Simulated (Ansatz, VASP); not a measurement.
# One calculation of PbSe, two programs

```
Pb Se
1.0
     0.00000    3.05155    3.05155
     3.05155    0.00000    3.05155
     3.05155    3.05155    0.00000
Pb Se
1 1
Direct
  0.00000 0.00000 0.00000
  0.50000 0.50000 0.50000
```

Alike in both runs: task single point; functional PBEsol; k mesh 10 × 10 × 10; occupations gaussian, width 0.01 eV; no spin polarisation.

|  | VASP | Ansatz |
| --- | --- | --- |
| version | VASP 6.6.1 | Ansatz 0.2.0 |
| potentials or method | VASP PAW PBE potentials, release 64 (Pb_d, Se), cutoff 520 eV | scalar-relativistic, plane waves, PAW |
| valence electrons in the cell | 20 | 30 |

```csv
,VASP,Ansatz,Ansatz less VASP
gap on the k mesh at the Fermi level (eV),0.17,0.17,-0.003
least direct gap on the mesh (eV),0.17,0.17,-0.003
pressure (GPa),0.0,0.0,+0.01
```

VASP's potentials were made for PBE, not for PBEsol. With one functional, cell and mesh, what is left measures potentials, basis and numerics. VASP's potentials hold 20 valence electrons a cell and Ansatz's 30, so a difference there can come from the potentials and not from the codes.

Spin-orbit coupling is off throughout.
